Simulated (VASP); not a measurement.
# Mo (P6_3/mmc) in VASP: further runs

Runs on Mo. Level: PBE. Tasks: single point.

All numbers are computed with VASP 6.6.1; they aren't measurements. Logs are shortened: lines on timing, memory, paths and dates and some standing lists are left out, and cuts for length are marked.

### Step 1. The cell of the first run

Symmetry: P6_3/mmc, No. 194, hexagonal system. Conventional cell: a = 2.379 Å, b = 2.379 Å, c = 3.813 Å, α = 90.00°, β = 90.00°, γ = 120.00°. Mo (site symmetry -6m2) has 12 Mo at 2.35 to 2.38 Å within 3.1 Å.

This isn't the form of Mo at room conditions, which is bcc.

### Step 2. Single point, PBE (9.35 Å³/atom)

File INCAR:

```
  ALGO = Normal
  EDIFF = 1E-6
  ENCUT = 520
  GGA = PE
  ISIF = 2
  ISMEAR = -1
  LASPH = True
  LCHARG = False
  LREAL = False
  LWAVE = False
  NBANDS = 21
  NELM = 100
  PREC = Accurate
  SIGMA = 0.08
```

File KPOINTS:

```
k-points
0
Gamma
  15 15 8
```

File POSCAR:

```
Mo
1.0
    2.3792751538      0.0000000000      0.0000000000
   -1.1896375769      2.0605127258      0.0000000000
    0.0000000000      0.0000000000      3.8126140501
Mo
2
Direct
    0.3333333333      0.6666666667      0.2500000000
    0.6666666667      0.3333333333      0.7500000000
```

Potentials or basis: VASP PAW PBE potentials, release 64 (Mo_sv).

The run is started by

```sh
$ cat potpaw_PBE.64/Mo_sv/POTCAR > POTCAR
$ mpirun -np 1 vasp_std > vasp.out
```

OUTCAR:

```text
EDIFF = 1E-6
   ENCUT = 520
   GGA = PE
   ISIF = 2
   ISMEAR = -1
   LASPH = True
   LREAL = False
   NELM = 100
   PREC = Accurate

 ion  position               nearest neighbor table
   1  0.333  0.667  0.250-   2 2.35   2 2.35   2 2.35   2 2.35   2 2.35   2 2.35   2 3.34   2 3.34
                             2 3.34   2 3.34   2 3.34   2 3.34
   2  0.667  0.333  0.750-   1 2.35   1 2.35   1 2.35   1 2.35   1 2.35   1 2.35   1 3.34   1 3.34
                             1 3.34   1 3.34   1 3.34   1 3.34

  LATTYP: Found a hexagonal cell.
 ALAT       =     2.3792751538
 C/A-ratio  =     1.6024267071

  Lattice vectors:

 A1 = (   2.3792751538,   0.0000000000,   0.0000000000)
 A2 = (  -1.1896375769,   2.0605127258,   0.0000000000)
 A3 = (   0.0000000000,   0.0000000000,   3.8126140501)

Analysis of symmetry for initial positions (statically):
=====================================================================
 Subroutine PRICEL returns:
 Original cell was already a primitive cell.

 Routine SETGRP: Setting up the symmetry group for a
 hexagonal supercell.

 Subroutine GETGRP returns: Found 24 space group operations
 (whereof 12 operations were pure point group operations)
 out of a pool of 24 trial point group operations.

The static configuration has the point symmetry D_3d.
 The point group associated with its full space group is D_6h.

Analysis of symmetry for dynamics (positions and initial velocities):
=====================================================================
 Subroutine PRICEL returns:
 Original cell was already a primitive cell.

 Routine SETGRP: Setting up the symmetry group for a
 hexagonal supercell.

 Subroutine GETGRP returns: Found 24 space group operations
 (whereof 12 operations were pure point group operations)
 out of a pool of 24 trial point group operations.

The dynamic configuration has the point symmetry D_3d.
 The point group associated with its full space group is D_6h.

 Subroutine INISYM returns: Found 24 space group operations
 (whereof 12 operations are pure point group operations),
 and found     1 'primitive' translations

----------------------------------------------------------------------------------------

                                     Primitive cell

  volume of cell :      18.6914

  direct lattice vectors                    reciprocal lattice vectors
     2.379275154  0.000000000  0.000000000     0.420296071  0.242658050  0.000000000
    -1.189637577  2.060512726  0.000000000     0.000000000  0.485316100  0.000000000
     0.000000000  0.000000000  3.812614050     0.000000000  0.000000000  0.262287236

  length of vectors
     2.379275154  2.379275154  3.812614050     0.485316100  0.485316100  0.262287236

  position of ions in fractional coordinates (direct lattice)
     0.333333333  0.666666667  0.250000000
     0.666666667  0.333333333  0.750000000

  ion indices of the primitive-cell ions
   primitive index   ion index
                 1           1
                 2           2

----------------------------------------------------------------------------------------

 KPOINTS: k-points

Automatic generation of k-mesh.
 Grid dimensions read from file:
 generate k-points for:   15   15    8

 Generating k-lattice:

  Cartesian coordinates                     Fractional coordinates (reciprocal lattice)
     0.028019738  0.016177203  0.000000000     0.066666667  0.000000000  0.000000000
     0.000000000  0.032354407  0.000000000     0.000000000  0.066666667  0.000000000
     0.000000000  0.000000000  0.032785904     0.000000000  0.000000000  0.125000000

  Length of vectors
     0.032354407  0.032354407  0.032785904

  Shift w.r.t. Gamma in fractional coordinates (k-lattice)
     0.000000000  0.000000000  0.000000000

 Subroutine IBZKPT returns following result:
 ===========================================

 Found    135 irreducible k-points:

 Following reciprocal coordinates:
            Coordinates               Weight
  0.000000  0.000000  0.000000      1.000000
  0.066667  0.000000  0.000000      6.000000
  0.133333 -0.000000  0.000000      6.000000
  0.200000 -0.000000  0.000000      6.000000
  0.266667 -0.000000  0.000000      6.000000
  0.333333 -0.000000  0.000000      6.000000
[... 16 lines left out ...]
  0.333333  0.200000  0.000000     12.000000
  0.400000  0.200000  0.000000      6.000000
 [... further k-points ...]
   k-points           NKPTS =    135   k-points in BZ     NKDIM =    135   number of bands    NBANDS=     21
   number of dos      NEDOS =    301   number of ions     NIONS =      2
   total plane-waves  NPLWV =   9072
   dimension x,y,z NGX =    18 NGY =   18 NGZ =   28
   dimension x,y,z NGXF=    36 NGYF=   36 NGZF=   56
   ions per type =               2
   NGX,Y,Z   is equivalent  to a cutoff of  12.58, 12.58, 12.21 a.u.
   NGXF,Y,Z  is equivalent  to a cutoff of  25.15, 25.15, 24.42 a.u.
 SYSTEM =  unknown system
   PREC   = accura    normal or accurate (medium, high low for compatibility)
   ISTART =      0    job   : 0-new  1-cont  2-samecut
   ICHARG =      2    charge: 1-file 2-atom 10-const
   ISPIN  =      1    spin polarized calculation?
   LNONCOLLINEAR =      F non collinear calculations
   LSORBIT =      F    spin-orbit coupling
   LASPH  =      T    aspherical Exc in radial PAW
   ENCUT  =  520.0 eV  38.22 Ry    6.18 a.u.   4.42  4.42  7.09*2*pi/ulx,y,z
   NELM   =    100;   NELMIN=  2; NELMDL= -5     # of ELM steps
   EDIFF  = 0.1E-05   stopping-criterion for ELM
   LREAL  =      F    real-space projection
   EDIFFG = 0.1E-04   stopping-criterion for IOM
   NSW    =      0    number of steps for IOM
   IBRION =     -1    ionic relax: 0-MD 1-quasi-New 2-CG
   NFREE  =      0    steps in history (QN), initial steepest desc. (CG)
   ISIF   =      2    stress and relaxation
   ISYM   =      2    0-nonsym 1-usesym 2-fastsym
   POTIM  = 0.5000    time-step for ionic-motion
   TEBEG  =    0.0;   TEEND  =   0.0 temperature during run
   PSTRESS=    0.0 pullay stress
   NELECT =      28.0000    total number of electrons
   NUPDOWN=      -1.0000    fix difference up-down
   EMIN   =  10.00;   EMAX   =-10.00  energy-range for DOS
   EFERMI =   0.00;   METHOD = LEGACY
   ISMEAR =    -1;   SIGMA  =   0.08  broadening in eV -4-tet -1-fermi 0-gaus
   EFERMI_NEDOS =   21; number of points for ismear=-14 and -15
   IALGO  =     38    algorithm
   IMIX   =      4    mixing-type and parameters
     AMIX     =   0.40;   BMIX     =  1.00
     AMIX_MAG =   1.60;   BMIX_MAG =  1.00
  volume/ion in A,a.u.               =       9.35        63.07
  Fermi-wavevector in a.u.,A,eV,Ry     =   1.873182  3.539800 47.740253  3.508810
  Thomas-Fermi vector in A             =   2.918393
   LORBIT       =      0    0 simple, 1 ext, 2 COOP (PROOUT), +10 PAW based schemes
   GGA     = PE    functional components
   LHFCALC =     F    Hartree Fock is set to
   AEXX    =    0.0000 exact exchange contribution
   IVDW    =     0    specifies the selected vdW correction
   LEPSILON=     F    determine dielectric tensor
   LRPA    =     F    only Hartree local field effects (RPA)
 non-spin polarized calculation
  energy-cutoff  :      520.00
  volume of cell :       18.69
 maximum number of plane-waves:       537
 NGX is ok and might be reduce to    18
   NGX =  9   NGY =  9   NGZ = 15

 number of electron      27.9999992 magnetization

 Free energy of the ion-electron system (eV)
  ---------------------------------------------------
  ext. energy  EPLUGINS =         0.00000000
  ---------------------------------------------------
  free energy    TOTEN  =       -11.09037647 eV

  energy without entropy =      -11.05785941  energy(sigma->0) =      -11.07411794

 E-fermi :  22.4159     XC(G=0): -16.5173

 val. band max:       22.4070841237   @ k =   0.3333   0.1333   0.1250
 cond. band min:      22.4164124342   @ k =   0.3333  -0.0000   0.0000
 fundamental gap:      0.0093283106
 Fermi energy:        22.4159252622

 k-point     1 :       0.0000    0.0000    0.0000
  band No.  band energies     occupation
      1     -39.8268      2.00000
      2     -38.0769      2.00000
      3     -16.2947      2.00000
      4     -11.0549      2.00000
      5     -11.0549      2.00000
      6     -10.2397      2.00000
[... 13 lines left out ...]
     20      28.1085      0.00000
     21      35.2215      0.00000

 k-point     2 :       0.0667    0.0000    0.0000
  band No.  band energies     occupation
      1     -39.7725      2.00000
      2     -38.0497      2.00000
      3     -16.2200      2.00000
      4     -11.2860      2.00000
      5     -11.1281      2.00000
      6     -10.4545      2.00000
[... 13 lines left out ...]
     20      30.7769      0.00000
     21      35.9543      0.00000

 k-point     3 :       0.1333   -0.0000    0.0000
  band No.  band energies     occupation
      1     -39.6148      2.00000
      2     -37.9741      2.00000
      3     -16.0005      2.00000
      4     -11.9183      2.00000
      5     -11.3236      2.00000
      6     -11.0411      2.00000
[... 13 lines left out ...]
     20      33.5811      0.00000
     21      37.9558      0.00000

 k-point     4 :       0.2000   -0.0000    0.0000
  band No.  band energies     occupation
      1     -39.3697      2.00000
      2     -37.8669      2.00000
      3     -15.6496      2.00000
      4     -12.8002      2.00000
      5     -11.8597      2.00000
      6     -11.5893      2.00000
[... 13 lines left out ...]
     20      36.3002      0.00000
     21      39.6066      0.00000

 k-point     5 :       0.2667   -0.0000    0.0000
  band No.  band energies     occupation
      1     -39.0641      2.00000
      2     -37.7541      2.00000
      3     -15.1921      2.00000
      4     -13.7525      2.00000
      5     -12.7486      2.00000
      6     -11.8711      2.00000
[... 13 lines left out ...]
     20      38.1530      0.00000
     21      38.9383      0.00000

 k-point     6 :       0.3333   -0.0000    0.0000
  band No.  band energies     occupation
      1     -38.7368      2.00000
      2     -37.6665      2.00000
      3     -14.6680      2.00000
      4     -14.6138      2.00000
      5     -13.5604      2.00000
      6     -12.1233      2.00000
[... 13 lines left out ...]
     20      36.8845      0.00000
     21      39.8585      0.00000

 k-point     7 :       0.4000    0.0000    0.0000
  band No.  band energies     occupation
      1     -38.4401      2.00000
      2     -37.6283      2.00000
      3     -15.2585      2.00000
      4     -14.1754      2.00000
      5     -14.1471      2.00000
      6     -12.3108      2.00000
[... 13 lines left out ...]
     20      35.8910      0.00000
     21      39.0560      0.00000
[... 291 lines left out ...]
      1     -38.1577      2.00000
      2     -37.6367      2.00000
      3     -15.4075      2.00000
      4     -14.3433      2.00000
      5     -13.5904      2.00000
      6     -12.8966      2.00000
[... 13 lines left out ...]
     20      37.1609      0.00000
     21      37.9500      0.00000

 k-point    21 :       0.2000    0.2000    0.0000
  band No.  band energies     occupation
      1     -38.6577      2.00000
      2     -37.6464      2.00000
      3     -14.5364      2.00000
      4     -14.0755      2.00000
      5     -14.0113      2.00000
      6     -12.2619      2.00000
[... 13 lines left out ...]
     20      39.8825      0.00000
     21      40.5416      0.00000

 k-point    22 :       0.2667    0.2000    0.0000
  band No.  band energies     occupation
      1     -38.3729      2.00000
      2     -37.6151      2.00000
      3     -14.6780      2.00000
      4     -14.1903      2.00000
      5     -14.0260      2.00000
      6     -12.7415      2.00000
[... 13 lines left out ...]
     20      39.5595      0.00000
     21      40.1199      0.00000

 k-point    23 :       0.3333    0.2000    0.0000
  band No.  band energies     occupation
      1     -38.1361      2.00000
      2     -37.6327      2.00000
      3     -15.0833      2.00000
      4     -14.2044      2.00000
      5     -13.5474      2.00000
      6     -13.1883      2.00000
[... 13 lines left out ...]
     20      37.8068      0.00000
     21      38.3689      0.00000

 k-point    24 :       0.4000    0.2000    0.0000
  band No.  band energies     occupation
      1     -38.0299      2.00000
      2     -37.6603      2.00000
      3     -15.2248      2.00000
      4     -14.1649      2.00000
      5     -13.3940      2.00000
      6     -13.3073      2.00000
[... 13 lines left out ...]
     20      36.9625      0.00000
     21      37.5059      0.00000

 [... further k-points ...]
[... 5 lines left out ...]
  --------------------------------------------------------------------------------------
  -------------------------------------------------------------------------------------
  Total       43.0084399     43.0084399     43.0538746      0.0000000      0.0000000      0.0000000
  in kB     3686.5612776   3686.5612777   3690.4558101      0.0000000      0.0000000      0.0000000
  external PRESSURE =    3687.8594552 kB  Pullay stress =       0.0000000 kB

 VOLUME and BASIS-vectors are now :
 -----------------------------------------------------------------------------
  energy-cutoff  :      520.00
  volume of cell :       18.69
      direct lattice vectors                 reciprocal lattice vectors
     2.379275154  0.000000000  0.000000000     0.420296071  0.242658050  0.000000000
    -1.189637577  2.060512726  0.000000000     0.000000000  0.485316100  0.000000000
     0.000000000  0.000000000  3.812614050     0.000000000  0.000000000  0.262287236

 POSITION                                       TOTAL-FORCE (eV/Angst)
 -----------------------------------------------------------------------------------
     -0.00000      1.37368      0.95315         0.000000     -0.000000      0.000000
      1.18964      0.68684      2.85946        -0.000000      0.000000      0.000000
 -----------------------------------------------------------------------------------
    total drift:                               -0.000000      0.000000     -0.000000

  FREE ENERGIE OF THE ION-ELECTRON SYSTEM (eV)
  ---------------------------------------------------
  free  energy   TOTEN  =       -11.0903764665 eV

  energy  without entropy=      -11.0578594061  energy(sigma->0) =      -11.07411794
```

It took 45 s on 1 thread of Intel Xeon 8259CL, shared host; peak memory 0.16 GiB.

Results:

```
Free energy            : -11.0904 eV
Pressure               : 368.8 GPa
Band gap on the k mesh : zero (bands 14 and 15 overlap by 4.64 eV)
```

Stress tensor (GPa, compression positive):
```
368.66   0.00   0.00
  0.00 368.66   0.00
  0.00   0.00 369.05
```

Levels at points of the mesh, in eV from the Fermi level:
```tsv
k point	band 10	band 11	band 12	band 13	band 14	band 15	band 16	band 17	band 18	band 19
(0.00, 0.00, 0.00)	-6.95	-2.54	-2.54	-2.27	-0.91	-0.91	0.46	0.46	5.65	5.65
(0.00, 0.00, 0.50)	-6.34	-2.73	-2.73	-2.73	-2.73	-0.51	-0.51	4.84	4.84	4.84
```

Caveat: the cell stands under pressure.

### Step 3. Single point, PBE (9.35 Å³/atom)

File INCAR:

```
SYSTEM = Mo
ALGO = Normal
EDIFF = 1E-6
ENCUT = 520
GGA = PE
ISIF = 2
ISMEAR = -1
LASPH = .TRUE.
LCHARG = .FALSE.
LREAL = .FALSE.
LWAVE = .FALSE.
NBANDS = 21
NELM = 80
PREC = Accurate
SIGMA = 0.08
```

File KPOINTS:

```
k-points
0
G
  15 15 8
  0 0 0
```

POSCAR is that of step 2.

Potentials or basis: VASP PAW PBE potentials, release 64 (Mo_sv).

The run is started by

```sh
$ cat potpaw_PBE.64/Mo_sv/POTCAR > POTCAR
$ mpirun -np 1 vasp_std > vasp.out
```

Wall time 40 s (1 thread of Intel Xeon 8259CL, shared host); peak memory 0.16 GiB.

The run converged. Its results:

- Free energy: -11.0904 eV
- Pressure: 368.8 GPa
- Band gap on the k mesh: zero (bands 14 and 15 overlap by 4.64 eV)

Stress tensor (GPa, compression positive):
```
368.66   0.00   0.00
  0.00 368.66   0.00
  0.00   0.00 369.05
```

Levels at points of the mesh, in eV from the Fermi level:
```tsv
k point	band 12	band 13	band 14	band 15	band 16	band 17
(0.00, 0.00, 0.00)	-2.54	-2.27	-0.91	-0.91	0.46	0.46
(0.00, 0.00, 0.50)	-2.73	-2.73	-2.73	-0.51	-0.51	4.84
```

Caveat: the cell stands under pressure.

### Step 4. Single point, PBE

This run uses another cell than the first one, of 10.96 Å³/atom.

File INCAR:

```
ALGO = Normal
EDIFF = 1E-7
ENCUT = 520
GGA = PE
ISIF = 2
ISMEAR = -1
LASPH = True
LCHARG = False
LREAL = False
LWAVE = False
NBANDS = 21
NELM = 60
PREC = Accurate
SIGMA = 0.08
```

File KPOINTS:

```
k-points
0
Gamma
  15 15 8
```

File POSCAR:

```
Mo
1.0
    2.5240022376      0.0000000000      0.0000000000
   -1.2620011188      2.1858500570      0.0000000000
    0.0000000000      0.0000000000      3.9720401586
Mo
2
Direct
    0.3333333333      0.6666666667      0.2500000000
    0.6666666667      0.3333333333      0.7500000000
```

The run is started by

```sh
$ cat potpaw_PBE.64/Mo_sv/POTCAR > POTCAR
$ mpirun -np 1 vasp_std > vasp.out
```

Run time: 66 s. Hardware: 1 thread of Intel Xeon 8259CL, shared host; peak memory 0.17 GiB.

Results (log left out):

```
Free energy            : -16.5355 eV
Pressure               : 191.1 GPa
Band gap on the k mesh : zero (bands 14 and 15 overlap by 3.69 eV)
```

Stress tensor (GPa, compression positive):
```
190.91   0.00   0.00
  0.00 190.91   0.00
  0.00   0.00 191.49
```

Levels at points of the mesh, in eV from the Fermi level:
| k point | band 12 | band 13 | band 14 | band 15 | band 16 | band 17 |
| --- | --- | --- | --- | --- | --- | --- |
| (0.00, 0.00, 0.00) | -1.81 | -1.25 | -0.43 | -0.43 | 0.48 | 0.48 |
| (0.00, 0.00, 0.50) | -2.04 | -2.04 | -2.04 | -1.01 | -1.01 | 4.24 |

Caveat: the cell stands under pressure.

### Step 5. Single point, PBE

This run uses another cell than the first one, of 12.57 Å³/atom.

File INCAR:

```
SYSTEM = Mo
PREC = Accurate
ENCUT = 520
EDIFF = 1E-6
ISMEAR = -1
SIGMA = 0.08
LREAL = .False.
LASPH = .True.
NELM = 100
ALGO = Normal
ISIF = 2
LWAVE = .False.
LCHARG = .False.
GGA = PE
NBANDS = 21
```

File KPOINTS:

```
Automatic mesh
0
Gamma
  15 15 8
  0 0 0
```

File POSCAR:

```
Mo
1.0
    2.6504011392      0.0000000000      0.0000000000
   -1.3252005696      2.2953147168      0.0000000000
    0.0000000000      0.0000000000      4.1319549018
Mo
2
Direct
    0.3333333333      0.6666666667      0.2500000000
    0.6666666667      0.3333333333      0.7500000000
```

The run is started by

```sh
$ cat potpaw_PBE.64/Mo_sv/POTCAR > POTCAR
$ mpirun -np 1 vasp_std > vasp.out
```

It took 59 s on 1 thread of Intel Xeon 8259CL, shared host; peak memory 0.18 GiB.

The run converged. Its results:

| Quantity | Value |
| --- | --- |
| Free energy | -19.3057 eV |
| Pressure | 93.4 GPa |
| Band gap on the k mesh | zero (bands 14 and 15 overlap by 2.80 eV) |

Stress tensor (GPa, compression positive):
```
93.34  0.00  0.00
 0.00 93.34  0.00
 0.00  0.00 93.49
```

Levels at points of the mesh, in eV from the Fermi level:
```tsv
k point	band 12	band 13	band 14	band 15	band 16	band 17
(0.00, 0.00, 0.00)	-1.34	-0.71	-0.17	-0.17	0.51	0.51
(0.00, 0.00, 0.50)	-1.56	-1.56	-1.56	-1.12	-1.12	3.71
```

Caveat: the cell stands under pressure.

### Step 6. Overview

| cell | gap on the mesh (eV) | pressure (GPa) |
| --- | --- | --- |
| a = 2.379, b = 2.379, c = 3.813 Å, angles 90.0, 90.0, 120.0°, 2 atoms | none | 368.8 |
| a = 2.524, b = 2.524, c = 3.972 Å, angles 90.0, 90.0, 120.0°, 2 atoms | none | 191.1 |
| a = 2.650, b = 2.650, c = 4.132 Å, angles 90.0, 90.0, 120.0°, 2 atoms | none | 93.4 |

Alike in all rows: task single point; level PBE; potentials or basis VASP PAW PBE potentials, release 64 (Mo_sv); no spin polarisation; k mesh 15 × 15 × 8; cutoff (eV) 520; smearing fermi-dirac 0.08 eV.

Caveats: the cell stands under pressure.

Absolute energies hang on the potentials; compare differences alone.
